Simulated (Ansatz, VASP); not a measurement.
**ZrS2 in VASP and in Ansatz**

Contents of INCAR:

```
SYSTEM = ZrS2
ALGO     = Normal         ! electronic algorithm
DIPOL    = 0.5 0.5 0.500
EDIFF    = 1E-6           ! SCF threshold, eV
ENCUT    = 400            ! plane-wave cutoff, eV
GGA      = PE             ! functional
GGA_COMPAT= .FALSE.      
IDIPOL   = 3            
ISIF     = 2              ! what is computed and relaxed
ISMEAR   = 0              ! smearing method
IVDW     = 12             ! dispersion correction
LASPH    = .TRUE.         ! aspherical terms in the spheres
LCHARG   = .FALSE.        ! write CHGCAR
LDIPOL   = .TRUE.       
LREAL    = .FALSE.        ! projectors in reciprocal space
LWAVE    = .FALSE.        ! write WAVECAR
NBANDS   = 19             ! bands
NELM     = 120            ! most SCF steps
NELMDL   = -8           
PREC     = Accurate       ! precision mode
SIGMA    = 0.02           ! smearing width, eV
```

Contents of KPOINTS:

```
k-points
0
G
  9 9 1
  0 0 0
```

File POSCAR:

```
ZrS2
1.0
    3.6490000000      0.0000000000      0.0000000000
   -1.8245000000      3.1601266984      0.0000000000
    0.0000000000      0.0000000000     31.8416303012
S Zr
2 1
Direct
    0.6666666667      0.3333333333      0.4565819970
    0.3333333333      0.6666666667      0.5434180030
    0.0000000000      0.0000000000      0.5000000000
```

Input for Ansatz:

```yaml
crystal:
  lattice:
    - [3.649, 0.0, 0.0]
    - [-1.8245, 3.1601266984, 0.0]
    - [0.0, 0.0, 31.8416303012]
  atoms:
    - { symbol: S, position: [0.6666666667, 0.3333333333, 0.456581997] }
    - { symbol: Zr, position: [0.0, 0.0, 0.5] }
    - { symbol: S, position: [0.3333333333, 0.6666666667, 0.543418003] }
  periodic: [true, true, false]
basis:
  ecutwfc: 420
kpoints:
  mp_grid: { grid: [9, 9, 1] }
hamiltonian:
  xc: pbe
  pseudopotentials: { kind: paw, azcp: { folder: soft_1 } }
  dispersion: d3bj
scf:
  occupations: { method: gaussian, width: 0.02 }
output:
  forces: true
  stress: true
  eigenvalues: true
```

Alike in both runs: task single point; functional PBE; dispersion D3(BJ); k mesh 9 × 9 × 1; occupations gaussian, width 0.02 eV; no spin polarisation.

|  | VASP | Ansatz |
| --- | --- | --- |
| version | VASP 6.6.1 | Ansatz 0.2.0 |
| potentials or method | VASP PAW PBE potentials, release 64 (S, Zr_sv), cutoff 400 eV | scalar-relativistic, plane waves, PAW |
| valence electrons in the cell | 24 | 24 |

```csv
,VASP,Ansatz,Ansatz less VASP
gap on the k mesh at the Fermi level (eV),1.36,1.36,+0.004
least direct gap on the mesh (eV),1.70,1.70,-0.004
rms of the force components (eV/Å),0.426,0.422,-0.0042
```
